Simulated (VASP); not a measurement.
NaI: relaxation of cell and atoms with PBE+D3(BJ)

NaI:

```
Na I
1.0
    -2.18766    2.18766    7.28728
     2.18766   -2.18766    7.28728
     2.18766    2.18766   -7.28728
Na I
2 2
Direct
  0.25000 0.75000 0.50000
  0.50000 0.50000 0.00000
  0.75000 0.25000 0.50000
  0.00000 0.00000 0.00000
```

- Program: VASP 6.6.1
- Task: relaxation of cell and atoms
- Functional: PBE
- Dispersion: D3(BJ)
- Potentials or basis: VASP PAW PBE potentials, release 64 (Na_pv, I)
- Cutoff: 600 eV
- k mesh: 8 × 8 × 8
- Occupations: gaussian, width 0.02 eV
- Spin: no spin polarisation
- Dipole correction: no
- Further INCAR settings: ALGO = Normal; EDIFF = 1e-07; IBRION = 2; EDIFFG = -0.005; NSW = 100; ISIF = 3

| Item | Value |
| --- | --- |
| Relaxed volume | 34.89 Å³/atom |
| Relaxed cell | a = 7.916 Å, b = 7.916 Å, c = 7.916 Å, α = 147.91°, β = 147.91°, γ = 46.02° |
| Space group after relaxing (to 0.1 Å) | I4_1/amd (No. 141) |
| Energy gained by relaxing | 0.0 meV/atom |
| Ionic steps | 2 |
| Pressure after relaxing | 0.0 GPa |
| Band gap on the k mesh | 2.67 eV (least direct gap 2.69 eV) |
| Dispersion energy per atom | -0.245 eV |

Final structure:
```xyz
4
Lattice="-2.1882 2.1882 7.2866 2.1882 -2.1882 7.2866 2.1882 2.1882 -7.2866" Properties=species:S:1:pos:R:3 pbc="T T T"
Na    2.1882    0.0000    3.6433
Na    0.0000    0.0000    7.2866
I     0.0000    2.1882    3.6433
I     0.0000    0.0000    0.0000
```

Levels at points of the mesh, in eV from the valence-band top:
| k point | band 10 | band 11 | band 12 | band 13 | band 14 | band 15 | band 16 | band 17 | band 18 |
| --- | --- | --- | --- | --- | --- | --- | --- | --- | --- |
| (0.00, 0.00, 0.00) | -0.86 | -0.86 | -0.80 | -0.80 | -0.02 | 2.67 | 4.50 | 5.32 | 5.84 |
| (0.50, 0.00, 0.00) | -2.49 | -1.43 | -0.82 | -0.56 | -0.51 | 4.37 | 4.96 | 5.51 | 6.84 |
| (0.50, 0.50, 0.00) | -2.25 | -2.11 | -2.11 | -0.67 | -0.67 | 3.69 | 3.69 | 5.93 | 5.93 |
| (0.50, 0.50, 0.50) | -1.45 | -1.07 | -1.07 | -0.56 | -0.56 | 3.80 | 3.80 | 5.83 | 5.83 |

It took 4.8 min on 1 thread of Intel(R) Xeon(R) 6975P-C (Granite Rapids), on a shared host, peak memory 0.65 GiB.

Caveat: spin-orbit coupling is left out, which moves the levels of the heavy elements. A k mesh can miss the band edges.
